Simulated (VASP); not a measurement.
A run of VASP 6.6.1 is set up as follows.

Contents of INCAR:

```
PREC = Accurate ; ENCUT = 520
EDIFF = 1E-6 ; ISMEAR = 0
SIGMA = 0.05 ; LREAL = False
LASPH = True ; NELM = 60
ALGO = Normal ; ISIF = 2
LWAVE = False ; LCHARG = False
GGA = CA ; NBANDS = 18
```

The input KPOINTS:

```
regular mesh
0
Gamma
  9 9 6
```

File POSCAR:

```
LiF
1.0
    3.0631065845      0.0000000000      0.0000000000
   -1.5315532922      2.6527281167      0.0000000000
    0.0000000000      0.0000000000      4.5591278403
Li F
2 2
Direct
    0.3333333333      0.6666666667      0.3465456496
    0.6666666667      0.3333333333      0.8465456496
    0.3333333333      0.6666666667      0.9910195924
    0.6666666667      0.3333333333      0.4910195924
```

Potentials or basis: VASP PAW LDA potentials, release 64 (Li_sv, F).

The run is started by

```bash
$ cat potpaw_LDA.64/Li_sv/POTCAR potpaw_LDA.64/F/POTCAR > POTCAR
$ mpirun -np 1 vasp_std > vasp.out
```

Task: What does it give for the largest force?

Result: 1.482 eV/Å.

Task: Predict the band gap on the k mesh.

Result: 7.92 eV.

Forces on the atoms (eV/Å):
```
Li   0.000  0.000  1.482
Li   0.000  0.000  1.482
F    0.000  0.000 -1.482
F    0.000  0.000 -1.482
```

Caveat: forces of over 1 eV/Å act on the atoms, so gaps and moduli don't describe the material at rest. A k mesh can miss the band edges.
